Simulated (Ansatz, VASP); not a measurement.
**Al2O3 in VASP and in Ansatz**

```
Al O
1.0
     3.01748    0.00000    0.00000
    -1.50874    2.61322    0.00000
     0.00000    0.00000    7.57464
Al O
2 3
Direct
  0.00000 0.00000 0.27795
  0.00000 0.00000 0.72205
  0.33333 0.66667 0.19945
  0.66667 0.33333 0.80055
  0.00000 0.00000 0.50000
```

Alike in both runs: task single point; functional PBEsol; k mesh 12 × 12 × 4; no spin polarisation.

|  | VASP | Ansatz |
| --- | --- | --- |
| version | VASP 6.6.1 | Ansatz 0.2.0 |
| potentials or method | VASP PAW PBE potentials, release 64 (Al, O), cutoff 520 eV | plane waves, PAW |
| occupations | gaussian, width 0.01 eV | fixed |
| valence electrons in the cell | 24 | 24 |

|  | VASP | Ansatz | Ansatz less VASP |
| --- | --- | --- | --- |
| pressure (GPa) | -3.5 | -3.7 | -0.23 |
| traceless stress, the component that is largest in VASP (GPa) | 0.87 | 0.52 | -0.350 |

VASP's potentials were made for PBE, not for PBEsol.
